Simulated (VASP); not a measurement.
# AlNi3: single point with PBE

Crystal: AlNi3.

```
CELL_PARAMETERS angstrom
3.52305 0.00000 0.00000
0.00000 3.52305 0.00000
0.00000 0.00000 3.52305
ATOMIC_POSITIONS crystal
Al 0.00000 0.00000 0.00000
Ni 0.00000 0.50000 0.50000
Ni 0.50000 0.00000 0.50000
Ni 0.50000 0.50000 0.00000
```

```
Program             : VASP 6.6.1
Task                : single point
Functional          : PBE
Potentials or basis : VASP PAW PBE potentials, release 64 (Al, Ni)
Cutoff              : 520 eV
k mesh              : 6 × 6 × 6
Occupations         : gaussian, width 0.1 eV
Spin                : collinear spin, ferromagnetic start
Starting moments    : [0.0, 2.0, 2.0, 2.0] μB
```

```yaml
Pressure: 7.4 GPa
Net_moment: 0.72 μB per cell
Site_moments: Al -0.01; Ni +0.26 μB
Valence_electrons_inside_the_program's_atomic_spheres: Al 0.82; Ni 9.45
```

Levels at points of the mesh, in eV from the Fermi level:
Spin up:
| k point | band 15 | band 16 | band 17 | band 18 | band 19 | band 20 |
| --- | --- | --- | --- | --- | --- | --- |
| (0.00, 0.00, 0.00) | -0.08 | -0.08 | 0.89 | 0.89 | 0.89 | 6.73 |
| (0.50, 0.00, 0.00) | -1.07 | -0.52 | -0.08 | 5.66 | 5.66 | 5.69 |
| (0.50, 0.50, 0.00) | -1.02 | -0.99 | -0.59 | 0.88 | 0.88 | 8.32 |
| (0.50, 0.50, 0.50) | -1.10 | -0.26 | -0.26 | -0.26 | -0.21 | 3.58 |
Spin down:
```
           k point  band 14  band 15  band 16  band 17  band 18  band 19
(0.00, 0.00, 0.00)     0.36     0.36     0.36     0.86     0.86     0.86
(0.50, 0.00, 0.00)    -0.95    -0.84    -0.33     0.36     5.72     5.72
(0.50, 0.50, 0.00)    -1.12    -0.80    -0.60    -0.45     1.17     1.17
(0.50, 0.50, 0.50)    -0.91    -0.91    -0.22     0.12     0.12     0.12
```

It took 68 s on 1 thread of AMD EPYC 7R43 64-Core Processor (Zen 3), on a shared host, peak memory 0.15 GiB.
